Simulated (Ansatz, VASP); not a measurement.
# Ir in VASP and in Ansatz

```
Ir
1.0
     0.00000    1.91560    1.91560
     1.91560    0.00000    1.91560
     1.91560    1.91560    0.00000
Ir
1
Direct
  0.00000 0.00000 0.00000
```

Alike in both runs: task single point; functional PBE; k mesh 12 × 12 × 12; occupations gaussian, width 0.019 eV; no spin polarisation.

|  | VASP | Ansatz |
| --- | --- | --- |
| version | VASP 6.6.1 | Ansatz 0.2.0 |
| potentials or method | VASP PAW PBE potentials, release 64 (Ir), cutoff 520 eV | all-electron LAPW, scalar-relativistic |

|  | VASP | Ansatz | Ansatz less VASP |
| --- | --- | --- | --- |
| gap on the k mesh at the Fermi level (eV) | none | none | - |
| pressure (GPa) | 11.8 | 11.0 | -0.73 |

A gap of «none» marks a metal or a gap that the smearing closes. Ansatz ran all-electron here, and VASP with PAW potentials.

Neither program's run includes spin-orbit coupling.
